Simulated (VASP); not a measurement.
Runs of VASP 6.6.1 on SrO. The structure is that of space group I4/mmm (No. 139), or close to it. The cells are those of the table. 

| cell | gap on the mesh (eV) | pressure (GPa) |
| --- | --- | --- |
| a = 3.591, b = 3.591, c = 3.453 Å, angles 61.3, 61.3, 57.5°, 2 atoms | 2.80 | 6.3 |
| a = 3.639, b = 3.639, c = 3.816 Å, angles 58.4, 58.4, 63.2°, 2 atoms | 2.62 | -5.1 |
| a = 3.639, b = 3.639, c = 3.453 Å, angles 61.7, 61.7, 56.6°, 2 atoms | 2.81 | 4.3 |
| a = 3.726, b = 3.726, c = 3.816 Å, angles 59.2, 59.2, 61.6°, 2 atoms | 2.95 | -9.9 |
| a = 3.545, b = 3.545, c = 3.634 Å, angles 59.2, 59.2, 61.7°, 2 atoms | 2.75 | (b) |
| a = 3.682, b = 3.682, c = 3.816 Å, angles 58.8, 58.8, 62.4°, 2 atoms | 2.80 | -7.8 |
| a = 3.591, b = 3.591, c = 3.725 Å, angles 58.8, 58.8, 62.5°, 2 atoms | 2.68 | -2.0 |
| a = 3.682, b = 3.682, c = 3.543 Å, angles 61.2, 61.2, 57.5°, 2 atoms | 2.95 | (a) |

Alike in all rows: task single point; level LDA; potentials or basis VASP PAW LDA potentials, release 64 (Sr_sv, O); no spin polarisation; k mesh 8 × 8 × 8; cutoff (eV) 520; smearing gaussian 0.05 eV.

Question: Estimate the missing entries.

Answer: (a) -2.2; (b) 2.3.

A k mesh can miss the band edges, and the runs leave out spin-orbit coupling on Sr.
